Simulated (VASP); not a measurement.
Ta2C, 3 atoms in the cell. It takes space group P-3m1 (No. 164, trigonal). Conventional cell: a = 3.444 Å, b = 3.444 Å, c = 4.921 Å, α = 90.00°, β = 90.00°, γ = 120.00°. Within 3.2 Å of Ta (site symmetry 3m) lie 3 C at 2.35 Å and 6 Ta at 3.14 to 3.19 Å. C (site symmetry -3m) has 6 Ta at 2.35 Å within 3.1 Å.  This cell differs from its parent crystal: strain +0.1125 x Voigt [1, 1, 0, 0, 0, 0].

* Program: VASP 6.6.1
* Task: single point
* Functional: PBEsol
* Potentials or basis: VASP PAW PBE potentials, release 64 (Ta_pv, C)
* Cutoff: 520 eV
* k mesh: 18 × 18 × 10
* Occupations: gaussian, width 0.15 eV
* Spin: no spin polarisation
* Dipole correction: no
* Further INCAR settings: ALGO = Normal; EDIFF = 1e-06; NBANDS = 20

Potentials or basis: VASP PAW PBE potentials, release 64 (Ta_pv, C).

Launch:

```sh
$ cat potpaw_PBE.64/Ta_pv/POTCAR potpaw_PBE.64/C/POTCAR > POTCAR
$ mpirun -np 1 vasp_std > vasp.out
```

Hardware: 1 thread of AMD EPYC 7R43 64-Core Processor (Zen 3), with other jobs on the host.

Task: Estimate the wall time of this run.

Result: It took 7.8 min on 1 thread of AMD EPYC 7R43 64-Core Processor (Zen 3) (shared host), peak memory 0.38 GiB. Counts: scf iterations 14, k points 330.
